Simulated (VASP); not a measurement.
Wanted: the native input for a VASP 6.6.1 run.

```yaml
Task: single point
Functional: PBE
Potentials_or_basis: VASP PAW PBE potentials, release 64 (Ce, O)
Cutoff: 520 eV
k_mesh: 10 × 10 × 10
Occupations: gaussian, width 0.02 eV
Spin: no spin polarisation
Dipole_correction: no
Further_INCAR_settings: ALGO = Normal; EDIFF = 1e-06; NBANDS = 19
```

The structure of CeO2 lies in POSCAR:

```
CeO2
1.0
    0.0000000000      2.7320656147      2.7320656147
    2.7320656147      0.0000000000      2.7320656147
    2.7320656147      2.7320656147      0.0000000000
Ce O
1 2
Direct
    0.0000000000      0.0000000000      0.0000000000
    0.2500000000      0.2500000000      0.2500000000
    0.7500000000      0.7500000000      0.7500000000
```

One way to write it, as run:

INCAR

```
PREC = Accurate ; ENCUT = 520
EDIFF = 1E-6 ; ISMEAR = 0
SIGMA = 0.02 ; LREAL = False
LASPH = True ; NELM = 80
ALGO = Normal ; ISIF = 2
LWAVE = False ; LCHARG = True
GGA = PE ; LELF = True
LVHAR = True ; NBANDS = 19
```

KPOINTS

```
regular mesh
0
Gamma
  10 10 10
```

Potentials or basis: VASP PAW PBE potentials, release 64 (Ce, O).

Run with:

```console
$ cat potpaw_PBE.64/Ce/POTCAR potpaw_PBE.64/O/POTCAR > POTCAR
$ mpirun -np 1 vasp_std > vasp.out
```

Results of the run:

The pressure is 0.0 GPa and the band gap on the k mesh is 1.89 eV (least direct gap 1.95 eV).

Caveat: spin-orbit coupling is left out, which moves the levels of the heavy elements; semilocal functionals describe open f shells poorly, which spoils levels, moments and volumes.

Wall time 100 s on 1 thread of Oxide Virtual Turin-like Processor, on a shared host, peak memory 0.17 GiB.
